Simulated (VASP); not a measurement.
Runs of VASP 6.6.1 on B. The structure is that of space group P6/mmm (No. 191), or close to it. The cells are those of the table. The cell was built from a structure type or drawn by symmetry, and may not be a known phase.

```tsv
task	cell	k mesh	cutoff (eV)	gap on the mesh (eV)	pressure (GPa)	relaxed volume (Å³/atom)
single point	a = 5.616, b = 5.616, c = 3.078 Å, angles 90.0, 90.0, 120.0°, 8 atoms	9 × 9 × 12	520	none	0.0	-
relaxation of cell and atoms	relaxed from a = 3.948, b = 3.948, c = 3.081 Å, angles 90.0, 90.0, 120.0°, 8 atoms	6 × 6 × 6	600	none	0.2	10.44
single point	a = 3.948, b = 3.948, c = 3.081 Å, angles 90.0, 90.0, 120.0°, 8 atoms	6 × 6 × 6	520	none	(a)	-
relaxation of cell and atoms	relaxed from a = 5.607, b = 5.607, c = 3.089 Å, angles 90.0, 90.0, 120.0°, 8 atoms	9 × 9 × 12	600	none	0.1	10.50
single point	a = 5.607, b = 5.607, c = 3.089 Å, angles 90.0, 90.0, 120.0°, 8 atoms	6 × 6 × 6	520	none	0.0	-
```

Alike in all rows: level PBE; potentials or basis VASP PAW PBE potentials, release 64 (B); no spin polarisation; smearing gaussian 0.1 eV.

Task: Estimate the missing entries.

Result: (a) 314.9.

Caveats: the volume moved by over 15 % at a fixed basis, so the end points are rough (at least some runs); atoms lie so close that the PAW spheres overlap strongly, which falsifies energies and pressures (at least some runs); the cell stands under pressure (at least some runs).

A gap of «none» marks levels without a gap at the run's occupations.
